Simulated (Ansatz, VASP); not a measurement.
**NaI in VASP and in Ansatz**

File INCAR:

```
PREC = Accurate ; ENCUT = 520
EDIFF = 1E-7 ; ISMEAR = -1
SIGMA = 0.02 ; LREAL = F
LASPH = T ; NELM = 60
ALGO = Normal ; ISIF = 2
LWAVE = F ; LCHARG = F
GGA = PE ; NBANDS = 14
```

Contents of KPOINTS:

```
regular mesh
0
Gamma
  8 8 8
```

POSCAR

```
NaI
1.0
    0.0000000000      3.2296282834      3.2296282834
    3.3972459913      0.0000000000      3.2296282834
    3.3972459913      3.2296282834      0.0000000000
Na I
1 1
Direct
    0.0000000000      0.0000000000      0.0000000000
    0.5000000000      0.5000000000      0.5000000000
```

Input for Ansatz:

```yaml
crystal:
  lattice:
    - [0.0, 3.2296282834, 3.2296282834]
    - [3.3972459913, 0.0, 3.2296282834]
    - [3.3972459913, 3.2296282834, 0.0]
  atoms:
    - { symbol: Na, position: [0.0, 0.0, 0.0] }
    - { symbol: I, position: [0.5, 0.5, 0.5] }
kpoints:
  mp_grid: { grid: [8, 8, 8] }
  band_path:
    path:
      - [0.0, 0.0, 0.0]
      - [0.5, 0.0, 0.5]
      - [0.625, 0.25, 0.625]
      - [0.375, 0.375, 0.75]
      - [0.5, 0.5, 0.5]
      - [0.5, 0.25, 0.75]
    npoints: 1
hamiltonian:
  xc: pbe
scf:
  occupations: { method: fermi_dirac, width: 0.02 }
  n_extra_bands: 4
output:
  forces: true
  stress: true
  eigenvalues: true
```

Change from the starting cell: uniaxial_x strain +5.2%.

Alike in both runs: task single point; functional PBE; k mesh 8 × 8 × 8; occupations fermi-dirac, width 0.02 eV; no spin polarisation.

|  | VASP | Ansatz |
| --- | --- | --- |
| version | VASP 6.6.1 | Ansatz 0.2.0 |
| potentials or method | VASP PAW PBE potentials, release 64 (Na_pv, I) | plane waves, PAW |
| plane-wave cutoff (eV) | 520 | 420 |
| valence electrons in the cell | 14 | 26 |

|  | VASP | Ansatz | Ansatz less VASP |
| --- | --- | --- | --- |
| gap on the k mesh at the Fermi level (eV) | 3.50 | 3.50 | +0.003 |
| pressure (GPa) | -0.2 | -0.2 | -0.01 |
| traceless stress, the component that is largest in VASP (GPa) | -0.60 | -0.60 | +0.004 |

VASP's potentials hold 14 valence electrons a cell and Ansatz's 26, so a difference there can come from the potentials and not from the codes.

Neither program's run includes spin-orbit coupling.
